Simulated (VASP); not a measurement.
Sr3SbP, 5 atoms in the cell. It takes space group Pm-3m (No. 221, cubic). The conventional cell has a = 5.728 Å, b = 5.728 Å, c = 5.728 Å, α = 90.00°, β = 90.00°, γ = 90.00°. Sb (site symmetry m-3m) has 12 Sr at 4.05 Å and 8 P at 4.96 Å within 5.3 Å. Within 3.8 Å of P (site symmetry m-3m) lie 6 Sr at 2.86 Å. Sr (site symmetry 4/mmm) has 2 P at 2.86 Å within 3.8 Å. 

* Program: VASP 6.6.1
* Task: single point
* Functional: r2SCAN
* Potentials or basis: VASP PAW PBE potentials, release 64 (Sb, P, Sr_sv)
* Cutoff: 520 eV
* k mesh: 3 × 3 × 3
* Occupations: fermi-dirac, width 0.01 eV
* Spin: no spin polarisation
* Dipole correction: no
* Further INCAR settings: ALGO = Normal; EDIFF = 1e-06; NBANDS = 28

Potentials or basis: VASP PAW PBE potentials, release 64 (Sb, P, Sr_sv).

Run with:

```console
$ cat potpaw_PBE.64/Sb/POTCAR potpaw_PBE.64/P/POTCAR potpaw_PBE.64/Sr_sv/POTCAR > POTCAR
$ cp INCAR.step1 INCAR
$ mpirun -np 1 vasp_std > vasp.out
$ cp INCAR.step2 INCAR
$ mpirun -np 1 vasp_std > vasp.out
```

Hardware: 1 thread of Intel Xeon 6975P-C (shared host).

Task: How long does it take, and how much memory?

Result: Run time: 110 s on 1 thread of Intel Xeon 6975P-C, with other jobs on the host, peak memory 0.37 GiB. Counts: k points 4.
